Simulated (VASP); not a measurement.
Write the native input for VASP 6.6.1 that does the following.

- Task: relaxation of the atoms
- Functional: LDA
- Potentials or basis: VASP PAW LDA potentials, release 64 (Te, Mo_sv)
- Cutoff: 520 eV
- k mesh: 12 × 12 × 2
- Occupations: gaussian, width 0.02 eV
- Spin: no spin polarisation
- Dipole correction: no
- Further INCAR settings: ALGO = Normal; EDIFF = 1e-07; IBRION = 2; EDIFFG = -0.008; NSW = 60

The structure of Te2Mo lies in POSCAR:

```
Te2Mo
1.0
    3.3625515809      0.0000000000      0.0000000000
   -1.6812757904      2.9120550906      0.0000000000
    0.0000000000      0.0000000000     16.9942169885
Te Mo
2 1
Direct
    0.3333333333      0.6666666667      0.8947884594
    0.3333333333      0.6666666667      0.1052115406
    0.0000000000      0.0000000000      0.0000000000
```

This cell differs from its parent crystal: equal strain along all axes, cell held: -3.0 %.

The input as run:

INCAR

```
SYSTEM = Te2Mo
ALGO = Normal
EDIFF = 1E-7
EDIFFG = -0.008
ENCUT = 520
GGA = CA
IBRION = 2
ISIF = 2
ISMEAR = 0
LASPH = .TRUE.
LCHARG = .FALSE.
LREAL = .FALSE.
LWAVE = .FALSE.
NELM = 80
NSW = 60
PREC = Accurate
SIGMA = 0.02
```

KPOINTS

```
k-points
0
G
  12 12 2
  0 0 0
```

Potentials or basis: VASP PAW LDA potentials, release 64 (Te, Mo_sv).

The run is started by

```bash
$ cat potpaw_LDA.64/Te/POTCAR potpaw_LDA.64/Mo_sv/POTCAR > POTCAR
$ mpirun -np 1 vasp_std > vasp.out
```

It gave:

```
Energy gained by relaxing : 14.5 meV/atom
Ionic steps               : 3
Band gap on the k mesh    : 1.03 eV (least direct gap 1.48 eV)
```

Caveat: the cell differs from its parent crystal (equal strain along all axes, cell held: -3.0 %); there is no dipole correction, which matters where the two faces differ; spin-orbit coupling is left out, which moves the levels of the heavy elements.

Wall time 7.1 min on 1 thread of Oxide Virtual Turin-like Processor, on a shared host, peak memory 0.27 GiB.
